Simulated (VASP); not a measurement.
# Sr4Ti4O11 (a cell with a defect) in VASP: relaxation of the atoms with PBEsol

Aim: the relaxation of the atoms of Sr4Ti4O11 (a cell with a defect) with PBEsol.

All numbers are computed with VASP 6.6.1; they aren't measurements. Logs are shortened: lines on timing, memory, paths and dates and some standing lists are left out, and cuts for length are marked.

### Step 1. The cell of the first run

The cell holds a defect, 19 atoms: a = 6.740 Å, b = 6.740 Å, c = 6.740 Å, α = 109.47°, β = 109.47°, γ = 109.47°.

### Step 2. Relaxation of the atoms, PBEsol (atoms taken out)

File INCAR:

```
SYSTEM = Sr4Ti4O11
PREC = Accurate
ENCUT = 520
EDIFF = 1E-6
ISMEAR = 0
SIGMA = 0.02
LREAL = Auto
LASPH = .TRUE.
NELM = 60
ALGO = Normal
ISIF = 2
LWAVE = .FALSE.
LCHARG = .FALSE.
GGA = PS
IBRION = 2
NSW = 80
EDIFFG = -0.02
NELECT = 152.0
```

File KPOINTS:

```
regular mesh
0
G
  3 3 3
  0 0 0
```

File POSCAR:

```
Sr4Ti4O11
1.0
   -3.8911252269      3.8911252269      3.8911252269
    3.8911252269     -3.8911252269      3.8911252269
    3.8911252269      3.8911252269     -3.8911252269
Sr Ti O
4 4 11
Direct
    0.0000000000      0.0000000000      0.0000000000
    0.5000000000      0.5000000000      0.0000000000
    0.5000000000      0.0000000000      0.5000000000
    0.0000000000      0.5000000000      0.5000000000
    0.5000000000      0.5000000000      0.5000000000
    0.0000000000      0.0000000000      0.5000000000
    0.0000000000      0.5000000000      0.0000000000
    0.5000000000      0.0000000000      0.0000000000
    0.2500000000      0.2500000000      0.5000000000
    0.2500000000      0.0000000000      0.7500000000
    0.2500000000      0.5000000000      0.2500000000
    0.7500000000      0.0000000000      0.2500000000
    0.7500000000      0.7500000000      0.5000000000
    0.7500000000      0.2500000000      0.0000000000
    0.2500000000      0.7500000000      0.0000000000
    0.5000000000      0.2500000000      0.2500000000
    0.0000000000      0.7500000000      0.2500000000
    0.0000000000      0.2500000000      0.7500000000
    0.5000000000      0.7500000000      0.7500000000
```

Potentials or basis: VASP PAW PBE potentials, release 64 (Sr_sv, Ti_sv, O).

The run is started by

```bash
> cat potpaw_PBE.64/Sr_sv/POTCAR potpaw_PBE.64/Ti_sv/POTCAR potpaw_PBE.64/O/POTCAR > POTCAR
> mpirun -np 1 vasp_std > vasp.out
```

OUTCAR:

```text
SYSTEM = Sr4Ti4O11
   PREC = Accurate
   ENCUT = 520
   EDIFF = 1E-6
   ISMEAR = 0
   LREAL = Auto
   LASPH = .TRUE.
   NELM = 60
   ISIF = 2
   GGA = PS
   IBRION = 2
   NSW = 80
   EDIFFG = -0.02
   NELECT = 152.0

 ion  position               nearest neighbor table
   1  0.000  0.000  0.000-   9 2.75  10 2.75  11 2.75  12 2.75  14 2.75  15 2.75  16 2.75  17 2.75
                            18 2.75  13 2.75  19 2.75   8 3.37   5 3.37   6 3.37   6 3.37   7 3.37
   2  0.500  0.500  0.000-  11 2.75  12 2.75  13 2.75  14 2.75  15 2.75  16 2.75  17 2.75  19 2.75
                             9 2.75  10 2.75  18 2.75   8 3.37   5 3.37   5 3.37   8 3.37   6 3.37
   3  0.500  0.000  0.500-   9 2.75  10 2.75  12 2.75  13 2.75  14 2.75  16 2.75  18 2.75  19 2.75
                            15 2.75  11 2.75  17 2.75   8 3.37   8 3.37   5 3.37   5 3.37   6 3.37
   4  0.000  0.500  0.500-   9 2.75  10 2.75  11 2.75  13 2.75  15 2.75  17 2.75  18 2.75  19 2.75
                            14 2.75  12 2.75  16 2.75   8 3.37   7 3.37   5 3.37   6 3.37   6 3.37
   5  0.500  0.500  0.500-   9 1.95  11 1.95  13 1.95  16 1.95  19 1.95   2 3.37   3 3.37   4 3.37
                             1 3.37   2 3.37   3 3.37   4 3.37   1 3.37
   6  0.000  0.000  0.500-   9 1.95  10 1.95  12 1.95  13 1.95  17 1.95  18 1.95   3 3.37   4 3.37
                             1 3.37   2 3.37   1 3.37   4 3.37   3 3.37   2 3.37
   7  0.000  0.500  0.000-  11 1.95  14 1.95  15 1.95  17 1.95  18 1.95   2 3.37   3 3.37   4 3.37
                             1 3.37   4 3.37   1 3.37   2 3.37   3 3.37
   8  0.500  0.000  0.000-  10 1.95  12 1.95  14 1.95  15 1.95  16 1.95  19 1.95   3 3.37   4 3.37
                             1 3.37   2 3.37   3 3.37   2 3.37   1 3.37   4 3.37
   9  0.250  0.250  0.500-   5 1.95   6 1.95   4 2.75   2 2.75   3 2.75   1 2.75
  10  0.250  0.000  0.750-   6 1.95   8 1.95   3 2.75   1 2.75   2 2.75   4 2.75
  11  0.250  0.500  0.250-   5 1.95   7 1.95   4 2.75   2 2.75   3 2.75   1 2.75
  12  0.750  0.000  0.250-   6 1.95   8 1.95   4 2.75   1 2.75   3 2.75   2 2.75
  13  0.750  0.750  0.500-   5 1.95   6 1.95   4 2.75   1 2.75   3 2.75   2 2.75
  14  0.750  0.250  0.000-   7 1.95   8 1.95   4 2.75   1 2.75   2 2.75   3 2.75
  15  0.250  0.750  0.000-   7 1.95   8 1.95   3 2.75   1 2.75   2 2.75   4 2.75
  16  0.500  0.250  0.250-   5 1.95   8 1.95   4 2.75   2 2.75   3 2.75   1 2.75
  17  0.000  0.750  0.250-   6 1.95   7 1.95   4 2.75   1 2.75   3 2.75   2 2.75
  18  0.000  0.250  0.750-   6 1.95   7 1.95   4 2.75   1 2.75   2 2.75   3 2.75
  19  0.500  0.750  0.750-   5 1.95   8 1.95   3 2.75   1 2.75   2 2.75   4 2.75

  LATTYP: Found a body centered cubic cell.
 ALAT       =     7.7822504538

  Lattice vectors:

 A1 = (  -3.8911252269,   3.8911252269,   3.8911252269)
 A2 = (   3.8911252269,  -3.8911252269,   3.8911252269)
 A3 = (   3.8911252269,   3.8911252269,  -3.8911252269)

Analysis of symmetry for initial positions (statically):
=====================================================================
 Subroutine PRICEL returns:
 Original cell was already a primitive cell.

 Routine SETGRP: Setting up the symmetry group for a
 body centered cubic supercell.

[... 170 lines left out ...]
  volume of cell :      235.66
 maximum number of plane-waves:      6363
 NGX is ok and might be reduce to    50
   NGX = 25   NGY = 25   NGZ = 25

--------------------------------------- Ionic step        1  -------------------------------------------

 number of electron     152.0000024 magnetization

 Free energy of the ion-electron system (eV)
  ---------------------------------------------------
  ext. energy  EPLUGINS =         0.00000000
  ---------------------------------------------------
  free energy    TOTEN  =      -168.14440579 eV

  energy without entropy =     -168.14440579  energy(sigma->0) =     -168.14440579

------------------------ aborting loop because EDIFF is reached ----------------------------------------

  FORCE on cell =-STRESS in cart. coord.  units (eV):
  Direction    XX          YY          ZZ          XY          YZ          ZX
  --------------------------------------------------------------------------------------
  -------------------------------------------------------------------------------------
  Total      -16.2019735    -24.2431619    -16.2019735      0.0000000      0.0000000     -0.0000000
  in kB     -110.1521261   -164.8216396   -110.1521261      0.0000000      0.0000000     -0.0000000
  external PRESSURE =    -128.3752973 kB  Pullay stress =       0.0000000 kB
[... 140 lines left out ...]
  FREE ENERGIE OF THE ION-ELECTRON SYSTEM (eV)
  ---------------------------------------------------
  free  energy   TOTEN  =      -169.3424069284 eV

  energy  without entropy=     -169.3424069284  energy(sigma->0) =     -169.34240693

[... ionic steps 4 to 8 ...]

--------------------------------------- Ionic step        9  -------------------------------------------

 number of electron     151.9999999 magnetization

------------------------ aborting loop because EDIFF is reached ----------------------------------------
[... 101 lines left out ...]
--------------------------------------- Ionic step       11  -------------------------------------------

 number of electron     151.9999998 magnetization

 Free energy of the ion-electron system (eV)
  ---------------------------------------------------
  ext. energy  EPLUGINS =         0.00000000
  ---------------------------------------------------
  free energy    TOTEN  =      -169.59129640 eV

  energy without entropy =     -169.59129640  energy(sigma->0) =     -169.59129640

 E-fermi :   4.0481     XC(G=0): -11.2451

 val. band max:        3.9295194550   @ k =   0.3333  -0.3333   0.3333
 cond. band min:       5.7309784624   @ k =   0.0000   0.0000   0.0000
 fundamental gap:      1.8014590075
 Fermi energy:         4.0480539781

 k-point     1 :       0.0000    0.0000    0.0000
  band No.  band energies     occupation
      1     -52.4277      2.00000
      2     -52.4260      2.00000
      3     -52.3860      2.00000
      4     -52.3836      2.00000
      5     -29.0558      2.00000
      6     -28.9606      2.00000
[... 535 lines left out ...]
     87       8.0745      0.00000
     88       8.0745      0.00000
 [bands above 88 left out]

------------------------ aborting loop because EDIFF is reached ----------------------------------------

  FORCE on cell =-STRESS in cart. coord.  units (eV):
  Direction    XX          YY          ZZ          XY          YZ          ZX
  --------------------------------------------------------------------------------------
  -------------------------------------------------------------------------------------
  Total      -17.9857258    -17.5099247    -17.9857258      0.0000000     -0.0000000     -0.0000000
  in kB     -122.2792980   -119.0444752   -122.2792980      0.0000000     -0.0000000     -0.0000000
  external PRESSURE =    -121.2010237 kB  Pullay stress =       0.0000000 kB
[... 34 lines left out ...]
  FREE ENERGIE OF THE ION-ELECTRON SYSTEM (eV)
  ---------------------------------------------------
  free  energy   TOTEN  =      -169.5912963989 eV

  energy  without entropy=     -169.5912963989  energy(sigma->0) =     -169.59129640

 reached required accuracy - stopping structural energy minimisation
```

OSZICAR:

```text
N       E                     dE             d eps       ncg     rms          rms(c)
DAV:   1     0.204127517198E+04    0.20413E+04   -0.76081E+04  1092   0.185E+03
DAV:   2     0.193322924674E+03   -0.18480E+04   -0.17668E+04  1124   0.545E+02
DAV:   3    -0.178356041375E+03   -0.37168E+03   -0.36361E+03  1364   0.220E+02
[... 115 lines left out ...]
DAV:   1    -0.169590901703E+03   -0.38752E-03   -0.36125E-01  1114   0.148E+00    0.225E-01
DAV:   2    -0.169591253341E+03   -0.35164E-03   -0.71608E-03  1211   0.249E-01    0.146E-01
DAV:   3    -0.169591294727E+03   -0.41386E-04   -0.97687E-04  1637   0.626E-02    0.610E-02
DAV:   4    -0.169591295885E+03   -0.11581E-05   -0.38686E-05  1464   0.296E-02    0.216E-02
DAV:   5    -0.169591296217E+03   -0.33182E-06   -0.11122E-05  1495   0.170E-02    0.774E-03
DAV:   6    -0.169591296399E+03   -0.18220E-06   -0.16889E-06   869   0.764E-03
  11 F= -.16959130E+03 E0= -.16959130E+03  d E =-.782764E-03
```

Run time: 36 min. Hardware: 1 thread of Oxide Virtual Turin-like, shared host; peak memory 0.39 GiB.

What came out:

* Free energy: -169.5913 eV
* Energy gained by relaxing: 76.2 meV/atom
* Ionic steps: 11
* Largest force after relaxing: 0.009 eV/Å

Forces on the atoms (eV/Å):
```
Sr  -0.006  0.000 -0.006
Sr  -0.006  0.000  0.006
Sr   0.006  0.000  0.006
Sr   0.006  0.000 -0.006
Ti   0.000  0.000  0.000
Ti   0.000  0.000  0.000
Ti   0.000  0.000  0.000
Ti   0.000  0.000  0.000
O    0.000 -0.002 -0.007
O    0.000  0.000  0.000
O    0.000  0.000  0.000
O    0.000  0.000  0.000
O    0.000 -0.002  0.007
O    0.000  0.002 -0.007
O    0.000  0.002  0.007
O   -0.007 -0.002  0.000
O    0.007  0.002  0.000
O   -0.007  0.002  0.000
O    0.007 -0.002  0.000
```

The path:
```
step  energy change (eV)  largest force (eV/Å)  pressure (GPa)
   1              0.0000                4.6338          -12.84
   2             -0.8908                3.7895           -8.92
   3             -1.1980                0.4991          -10.60
   4             -1.2868                0.3947          -10.97
   5             -1.4234                0.2577          -11.89
   6             -1.4330                0.3093          -12.20
   7             -1.4106                0.5047          -12.12
   8             -1.4451                0.1077          -12.21
   9             -1.4460                0.0980          -12.12
  10             -1.4461                0.0572          -12.13
  11             -1.4469                0.0086          -12.12
```

Final structure:
```
Sr Ti O
1.0
    -3.89113    3.89113    3.89113
     3.89113   -3.89113    3.89113
     3.89113    3.89113   -3.89113
Sr Ti O
4 4 11
Direct
  0.00155 0.00309 0.00155
  0.49845 0.50000 0.00155
  0.49845 0.99691 0.49845
  0.00155 0.50000 0.49845
  0.48492 0.50000 0.48492
  0.00000 0.00000 0.50000
  0.01508 0.50000 0.01508
  0.50000 0.00000 0.00000
  0.27525 0.25602 0.51923
  0.25000 0.00000 0.75000
  0.25000 0.50000 0.25000
  0.75000 0.00000 0.25000
  0.76321 0.74398 0.51923
  0.73679 0.25602 0.98077
  0.22475 0.74398 0.98077
  0.51923 0.25602 0.27525
  0.98077 0.74398 0.22475
  0.98077 0.25602 0.73679
  0.51923 0.74398 0.76321
```

Levels at points of the mesh, in eV from the Fermi level:
```tsv
k point	band 74	band 75	band 76	band 77	band 78	band 79
(0.00, 0.00, 0.00)	-0.40	-0.40	-0.17	1.68	1.92	1.92
```

Caveat: the cell carries a net charge on a neutralising background, which shifts energy and pressure; the cell differs from its parent crystal (atoms taken out); the cell is charged against a uniform background, so pressure and absolute levels hang on convention; the PAW data sets were made with another functional, which shifts forces and pressure a little.
